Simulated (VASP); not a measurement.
# MgO (Fm-3m) in VASP: single point with PBE0

Aim: the single point of MgO with PBE0.

All numbers are computed with VASP 6.6.1; they aren't measurements. Logs are shortened: lines on timing, memory, paths and dates and some standing lists are left out, and cuts for length are marked.

### Step 1. The cell of the first run

Symmetry: Fm-3m, No. 225, cubic system. Conventional cell: a = 4.214 Å, b = 4.214 Å, c = 4.214 Å, α = 90.00°, β = 90.00°, γ = 90.00°. Mg (site symmetry m-3m) has 6 O at 2.11 Å within 2.8 Å. O (site symmetry m-3m) has 6 Mg at 2.11 Å within 2.8 Å.

### Step 2. Single point, PBE0

POSCAR reads:

```
MgO
1.0
    0.0000000000      2.1072020000      2.1072020000
    2.1072020000      0.0000000000      2.1072020000
    2.1072020000      2.1072020000      0.0000000000
Mg O
1 1
Direct
    0.0000000000      0.0000000000      0.0000000000
    0.5000000000      0.5000000000      0.5000000000
```

INCAR.step1 reads:

```
  PREC = Accurate
  ENCUT = 520
  EDIFF = 1E-5
  ISMEAR = -1
  SIGMA = 0.05
  LREAL = False
  LASPH = True
  NELM = 100
  ALGO = Normal
  ISIF = 2
  LWAVE = True
  GGA = PE
  NBANDS = 11
```

INCAR.step2 reads:

```
  PREC = Accurate
  ENCUT = 520
  EDIFF = 1E-6
  ISMEAR = -1
  SIGMA = 0.05
  LREAL = False
  LASPH = True
  NELM = 100
  ALGO = Normal
  ISIF = 2
  LWAVE = False
  LCHARG = True
  GGA = PE
  LHFCALC = True
  AEXX = 0.25
  PRECFOCK = Normal
  LELF = True
  LVHAR = True
  ISTART = 1
  NBANDS = 11
```

KPOINTS reads:

```
Automatic mesh
0
Gamma
  10 10 10
```

Potentials or basis: VASP PAW PBE potentials, release 64 (Mg, O).

On the command line:

```
> cat potpaw_PBE.64/Mg/POTCAR potpaw_PBE.64/O/POTCAR > POTCAR
> cp INCAR.step1 INCAR
> mpirun -np 1 vasp_std > vasp.out
> cp INCAR.step2 INCAR
> mpirun -np 1 vasp_std > vasp.out
```

OUTCAR:

```text
PREC = Accurate
   ENCUT = 520
   EDIFF = 1E-6
   ISMEAR = -1
   LREAL = False
   LASPH = True
   NELM = 100
   ISIF = 2
   GGA = PE
   LHFCALC = True
   AEXX = 0.25
   PRECFOCK = Normal
   ISTART = 1

 ion  position               nearest neighbor table
   1  0.000  0.000  0.000-   2 2.11   2 2.11   2 2.11   2 2.11   2 2.11   2 2.11
   2  0.500  0.500  0.500-   1 2.11   1 2.11   1 2.11   1 2.11   1 2.11   1 2.11

  LATTYP: Found a face centered cubic cell.
 ALAT       =     4.2144040000

  Lattice vectors:

 A1 = (   0.0000000000,   2.1072020000,   2.1072020000)
 A2 = (   2.1072020000,   0.0000000000,   2.1072020000)
 A3 = (   2.1072020000,   2.1072020000,   0.0000000000)

Analysis of symmetry for initial positions (statically):
=====================================================================
 Subroutine PRICEL returns:
 Original cell was already a primitive cell.

 Routine SETGRP: Setting up the symmetry group for a
 face centered cubic supercell.

 Subroutine GETGRP returns: Found 48 space group operations
 (whereof 48 operations were pure point group operations)
 out of a pool of 48 trial point group operations.

The static configuration has the point symmetry O_h .

Analysis of symmetry for dynamics (positions and initial velocities):
=====================================================================
 Subroutine PRICEL returns:
 Original cell was already a primitive cell.

 Routine SETGRP: Setting up the symmetry group for a
 face centered cubic supercell.

 Subroutine GETGRP returns: Found 48 space group operations
 (whereof 48 operations were pure point group operations)
 out of a pool of 48 trial point group operations.

The dynamic configuration has the point symmetry O_h .

 Subroutine INISYM returns: Found 48 space group operations
 (whereof 48 operations are pure point group operations),
 and found     1 'primitive' translations

----------------------------------------------------------------------------------------

                                     Primitive cell

  volume of cell :      18.7132

  direct lattice vectors                    reciprocal lattice vectors
     0.000000000  2.107202000  2.107202000    -0.237281476  0.237281476  0.237281476
     2.107202000  0.000000000  2.107202000     0.237281476 -0.237281476  0.237281476
     2.107202000  2.107202000  0.000000000     0.237281476  0.237281476 -0.237281476

  length of vectors
     2.980033647  2.980033647  2.980033647     0.410983571  0.410983571  0.410983571

  position of ions in fractional coordinates (direct lattice)
     0.000000000  0.000000000  0.000000000
     0.500000000  0.500000000  0.500000000

  ion indices of the primitive-cell ions
   primitive index   ion index
                 1           1
                 2           2

----------------------------------------------------------------------------------------

 KPOINTS: Automatic mesh

Automatic generation of k-mesh.
 Grid dimensions read from file:
 generate k-points for:   10   10   10

 Generating k-lattice:

  Cartesian coordinates                     Fractional coordinates (reciprocal lattice)
    -0.023728148  0.023728148  0.023728148     0.100000000  0.000000000  0.000000000
     0.023728148 -0.023728148  0.023728148     0.000000000  0.100000000  0.000000000
     0.023728148  0.023728148 -0.023728148     0.000000000  0.000000000  0.100000000

  Length of vectors
     0.041098357  0.041098357  0.041098357

  Shift w.r.t. Gamma in fractional coordinates (k-lattice)
     0.000000000  0.000000000  0.000000000

 Subroutine IBZKPT returns following result:
 ===========================================

 Found     47 irreducible k-points:

 Following reciprocal coordinates:
            Coordinates               Weight
  0.000000  0.000000  0.000000      1.000000
  0.100000  0.000000  0.000000      8.000000
  0.200000  0.000000  0.000000      8.000000
  0.300000  0.000000  0.000000      8.000000
  0.400000  0.000000  0.000000      8.000000
  0.500000  0.000000  0.000000      4.000000
[... 16 lines left out ...]
  0.300000  0.300000  0.000000      6.000000
  0.400000  0.300000  0.000000     24.000000
 [... further k-points ...]
   k-points           NKPTS =     47   k-points in BZ     NKDIM =   1000   number of bands    NBANDS=     11
   number of dos      NEDOS =    301   number of ions     NIONS =      2
   total plane-waves  NPLWV =  13824
   dimension x,y,z NGX =    24 NGY =   24 NGZ =   24
   dimension x,y,z NGXF=    48 NGYF=   48 NGZF=   48
   ions per type =               1   1
   NGX,Y,Z   is equivalent  to a cutoff of  13.39, 13.39, 13.39 a.u.
   NGXF,Y,Z  is equivalent  to a cutoff of  26.78, 26.78, 26.78 a.u.
 SYSTEM =  unknown system
   PREC   = accura    normal or accurate (medium, high low for compatibility)
   ISTART =      1    job   : 0-new  1-cont  2-samecut
   ICHARG =      0    charge: 1-file 2-atom 10-const
   ISPIN  =      1    spin polarized calculation?
   LNONCOLLINEAR =      F non collinear calculations
   LSORBIT =      F    spin-orbit coupling
   LASPH  =      T    aspherical Exc in radial PAW
   ENCUT  =  520.0 eV  38.22 Ry    6.18 a.u.   5.54  5.54  5.54*2*pi/ulx,y,z
   NELM   =    100;   NELMIN=  2; NELMDL=  0     # of ELM steps
   EDIFF  = 0.1E-05   stopping-criterion for ELM
   LREAL  =      F    real-space projection
   EDIFFG = 0.1E-04   stopping-criterion for IOM
   NSW    =      0    number of steps for IOM
   IBRION =     -1    ionic relax: 0-MD 1-quasi-New 2-CG
   NFREE  =      0    steps in history (QN), initial steepest desc. (CG)
   ISIF   =      2    stress and relaxation
   ISYM   =      3    0-nonsym 1-usesym 2-fastsym
   POTIM  = 0.5000    time-step for ionic-motion
   TEBEG  =    0.0;   TEEND  =   0.0 temperature during run
   PSTRESS=    0.0 pullay stress
   NELECT =       8.0000    total number of electrons
   NUPDOWN=      -1.0000    fix difference up-down
   EMIN   =  10.00;   EMAX   =-10.00  energy-range for DOS
   EFERMI =   0.00;   METHOD = LEGACY
   ISMEAR =    -1;   SIGMA  =   0.05  broadening in eV -4-tet -1-fermi 0-gaus
   EFERMI_NEDOS =   21; number of points for ismear=-14 and -15
   IALGO  =     38    algorithm
   IMIX   =      1    mixing-type and parameters
     AMIX     =   0.40;   BMIX     =  1.00
     AMIX_MAG =   1.60;   BMIX_MAG =  1.00
  volume/ion in A,a.u.               =       9.36        63.14
  Fermi-wavevector in a.u.,A,eV,Ry     =   1.233262  2.330527 20.693577  1.520935
  Thomas-Fermi vector in A             =   2.367999
   LORBIT       =      0    0 simple, 1 ext, 2 COOP (PROOUT), +10 PAW based schemes
   GGA     = PE    functional components
   LHFCALC =     T    Hartree Fock is set to
   PRECFOCK=normal    Normal, Fast or Accurate (Low or Medium for compatibility)
   ENCUT4O =  -1.0   cutoff for four orbital integrals eV
   NKREDX  =     1    reduce k-point grid by
   NKREDY  =     1    reduce k-point grid by
   NKREDZ  =     1    reduce k-point grid by
   AEXX    =    0.2500 exact exchange contribution
   HFSCREEN=    0.0000 screening length (either q_TF or 0.3 A-1)
   HFSCREENC=   0.0000 screening length for correlation (either q_TF or 0.3 A-1)
   ENCUTFOCK=  -1.0 apply spherical cutoff to Coloumb kernel
   IVDW    =     0    specifies the selected vdW correction
   LEPSILON=     F    determine dielectric tensor
   LRPA    =     F    only Hartree local field effects (RPA)
 non-spin polarized calculation
  energy-cutoff  :      520.00
  volume of cell :       18.71
 maximum number of plane-waves:       531
 NGX is ok and might be reduce to    24
  NGX = 18; NGY = 18; NGZ = 18

 number of electron       8.0000005 magnetization

 Free energy of the ion-electron system (eV)
  ---------------------------------------------------
  ext. energy  EPLUGINS =         0.00000000
  ---------------------------------------------------
  free energy    TOTEN  =       -14.78504690 eV

  energy without entropy =      -14.78504690  energy(sigma->0) =      -14.78504690

 E-fermi :   2.5669     XC(G=0):  -8.6890

 val. band max:        1.5354348290   @ k =   0.0000   0.0000   0.0000
 cond. band min:       8.6981375257   @ k =   0.0000   0.0000   0.0000
 fundamental gap:      7.1627026967
 Fermi energy:         2.5669369724

 k-point     1 :       0.0000    0.0000    0.0000
  band No.  band energies     occupation
      1     -17.3045      2.00000
      2       1.5354      2.00000
      3       1.5354      2.00000
      4       1.5354      2.00000
      5       8.6981      0.00000
      6      20.0590      0.00000
      7      20.0590      0.00000
      8      20.0590      0.00000
      9      23.9499      0.00000
     10      25.9285      0.00000
     11      25.9285      0.00000

 k-point     2 :       0.1000    0.0000    0.0000
  band No.  band energies     occupation
      1     -17.1934      2.00000
      2       0.8686      2.00000
      3       1.4607      2.00000
      4       1.4607      2.00000
      5       9.3407      0.00000
      6      18.7793      0.00000
      7      20.3133      0.00000
      8      20.3133      0.00000
      9      25.1972      0.00000
     10      25.1972      0.00000
     11      25.6811      0.00000

 k-point     3 :       0.2000    0.0000    0.0000
  band No.  band energies     occupation
      1     -16.8881      2.00000
      2      -0.5433      2.00000
      3       1.2720      2.00000
      4       1.2720      2.00000
      5      10.6088      0.00000
      6      17.2740      0.00000
      7      20.8287      0.00000
      8      20.8287      0.00000
      9      24.4978      0.00000
     10      24.4978      0.00000
     11      26.7499      0.00000
[... 267 lines left out ...]
 k-point    23 :       0.3000    0.3000    0.0000
  band No.  band energies     occupation
      1     -16.2635      2.00000
      2      -1.8328      2.00000
      3       0.5074      2.00000
      4       0.5074      2.00000
      5      13.0814      0.00000
      6      14.5014      0.00000
      7      18.7745      0.00000
      8      22.4736      0.00000
      9      22.4736      0.00000
     10      28.6510      0.00000
     11      32.2466      0.00000

 k-point    24 :       0.4000    0.3000    0.0000
  band No.  band energies     occupation
      1     -16.0041      2.00000
      2      -2.3027      2.00000
      3       0.1167      2.00000
      4       0.3461      2.00000
      5      13.7850      0.00000
      6      14.3010      0.00000
      7      17.9635      0.00000
      8      22.7466      0.00000
      9      22.9748      0.00000
     10      29.4384      0.00000
     11      31.8038      0.00000

 [... further k-points ...]
[... 5 lines left out ...]
  --------------------------------------------------------------------------------------
  -------------------------------------------------------------------------------------
  Total       -0.2113033     -0.2113033     -0.2113033      0.0000000      0.0000000     -0.0000000
  in kB      -18.0912449    -18.0912449    -18.0912449      0.0000000      0.0000000     -0.0000000
  external PRESSURE =     -18.0912449 kB  Pullay stress =       0.0000000 kB

 VOLUME and BASIS-vectors are now :
 -----------------------------------------------------------------------------
  energy-cutoff  :      520.00
  volume of cell :       18.71
      direct lattice vectors                 reciprocal lattice vectors
     0.000000000  2.107202000  2.107202000    -0.237281476  0.237281476  0.237281476
     2.107202000  0.000000000  2.107202000     0.237281476 -0.237281476  0.237281476
     2.107202000  2.107202000  0.000000000     0.237281476  0.237281476 -0.237281476

 POSITION                                       TOTAL-FORCE (eV/Angst)
 -----------------------------------------------------------------------------------
      0.00000      0.00000      0.00000        -0.000000     -0.000000      0.000000
      2.10720      2.10720      2.10720         0.000000      0.000000      0.000000
 -----------------------------------------------------------------------------------
    total drift:                               -0.000000     -0.000000      0.000000

  FREE ENERGIE OF THE ION-ELECTRON SYSTEM (eV)
  ---------------------------------------------------
  free  energy   TOTEN  =       -14.7850468999 eV

  energy  without entropy=      -14.7850468999  energy(sigma->0) =      -14.78504690
```

Run time: 2.5 h. Hardware: 1 thread of Oxide Virtual Turin-like, shared host; peak memory 0.15 GiB.

What came out:

```
Free energy            : -14.7850 eV
Pressure               : -1.8 GPa
Band gap on the k mesh : 7.16 eV
```

Caveat: the PAW data sets were made with another functional, which shifts forces and pressure a little.
